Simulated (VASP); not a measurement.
NaF:

```
Na F
1.0
     0.00000    2.35028    2.35028
     2.35028    0.00000    2.35028
     2.35028    2.35028    0.00000
Na F
1 1
Direct
  0.00000 0.00000 0.00000
  0.50000 0.50000 0.50000
```

The cell was generated, and may not be a known phase.

Base run:

| Item | Value |
| --- | --- |
| Program | VASP 6.6.1 |
| Functional | PBE |
| Potentials or basis | VASP PAW PBE potentials, release 64 (Na_pv, F) |
| Cutoff | 520 eV |
| k mesh | 8 × 8 × 8 |
| Occupations | gaussian, width 0.02 eV |
| Spin | no spin polarisation |

Its results: band gap on the k mesh 6.07 eV; pressure -0.1 GPa.

Q: The run is repeated on the same cell with these changes: functional from PBE to r2SCAN; further incar settings from ALGO = Normal; EDIFF = 1e-06; NBANDS = 14 to ALGO = Normal; EDIFF = 1e-07; NBANDS = 14. What comes out?

A: Band gap on the k mesh 6.94 eV; pressure -3.7 GPa.

Caveats: the cell stands under tension (at least some runs); the PAW data sets were made with another functional, which shifts forces and pressure a little (at least some runs).

